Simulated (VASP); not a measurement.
Input of a VASP 6.6.1 run:

POSCAR

```
H17O8F
1.0
    6.3868910000      0.0000000000      0.0000000000
    0.0000000000      6.3868910000      0.0000000000
    0.0000000000      0.0000000000      6.3868910000
O H F
8 17 1
Direct
    0.8891650100      0.1275111788      0.3106519275
    0.2134058652      0.9625810116      0.1432778483
    0.2577153736      0.1678124772      0.5944676369
    0.7463568738      0.8993890768      0.8735549111
    0.5315575293      0.2138129491      1.1218134144
    0.7031277033      0.7824464203      0.4980983706
    0.2538167631      0.5725320817      0.8270220989
    0.3670486940      0.5948434066      0.3468197594
    0.7724258955      0.1838140028      0.2301902444
    0.8345688066      0.0004070838      0.3743918598
    0.0873507940      1.0228137602      0.2007392955
    0.1729010249      0.9203695507      0.0052138043
    0.1635537541      0.1953062922      0.4706984979
    0.3950905065      0.2008645521      0.5285513719
    0.6416580461      0.9923451019      0.9610779329
    0.6714064793      0.8304353401      0.7655211276
    0.5199399833      0.3093680478      1.0048237867
    0.3783530986      0.1543787110      1.1286242399
    0.5630282402      0.7327508799      0.4640442431
    0.7948781340      0.6775283937      0.4417485753
    0.2539733338      0.4522701264      0.7334711051
    0.1309400771      0.5461812328      0.9100985127
    0.2990656957      0.7038792427      0.2686596656
    0.4168851480      0.4968927762      0.2389425465
    0.8185829381      0.7266915938     -0.0111478339
    0.8881786146      0.6287096492      0.0951010437
```

File INCAR.step1:

```
PREC = Accurate
ENCUT = 580
ISMEAR = -1
SIGMA = 0.02
LREAL = F
LASPH = T
NELM = 120
NBANDS = 55
GGA = PE
ALGO = Normal
EDIFF = 1E-5
LWAVE = T
LCHARG = F
GGA_COMPAT = F
```

INCAR.step2

```
PREC = Accurate
ENCUT = 580
EDIFF = 1E-6
ISMEAR = -1
SIGMA = 0.02
LREAL = F
LASPH = T
NELM = 120
ALGO = Normal
ISIF = 2
LWAVE = F
LCHARG = F
METAGGA = R2SCAN
LMIXTAU = T
IVDW = 12
VDW_S6 = 1.0
VDW_S8 = 0.78981345
VDW_A1 = 0.49484001
VDW_A2 = 5.73083694
NBANDS = 55
ISTART = 1
GGA_COMPAT = F
```

KPOINTS

```
Automatic mesh
0
Gamma
  1 1 1
```

Potentials or basis: VASP PAW PBE potentials, release 64 (O, H, F).

Run with:

```sh
$ cat potpaw_PBE.64/O/POTCAR potpaw_PBE.64/H/POTCAR potpaw_PBE.64/F/POTCAR > POTCAR
$ cp INCAR.step1 INCAR
$ mpirun -np 1 vasp_gam > vasp.out
$ cp INCAR.step2 INCAR
$ mpirun -np 1 vasp_gam > vasp.out
```

Task: Predict the largest force.

Result: 3.820 eV/Å.

Task: Predict the pressure.

Result: -0.5 GPa.

Forces on the atoms (eV/Å):
```
O    0.474  0.191  0.177
O    1.321 -0.234 -0.350
O    0.470  0.870 -2.069
O   -1.102  1.908  3.120
O   -1.971 -0.011 -0.582
O    0.236  0.309  0.228
O    0.229 -0.403  0.096
O    0.407 -1.017 -0.363
H    0.046  0.008  0.094
H   -0.442 -0.167  0.368
H   -1.311  0.534  0.529
H    0.018 -0.269 -0.655
H    0.388 -0.306  1.529
H   -0.896 -0.372  0.709
H    1.730 -1.523 -1.302
H   -0.511 -0.243 -1.517
H    0.252  0.283 -0.179
H    1.593 -0.384  0.121
H   -0.418 -0.411 -0.558
H    0.197 -0.290 -0.223
H    0.080  0.067 -0.276
H   -0.377  0.199  0.438
H   -0.460  0.678 -0.297
H   -0.092  0.446  0.679
H    0.240  0.443  0.665
F   -0.100 -0.306 -0.385
```

Caveat: the k points lie up to 0.98 Å⁻¹ apart; the atoms stand as in a frame of molecular dynamics; the PAW data sets were made with another functional, which shifts forces and pressure a little.
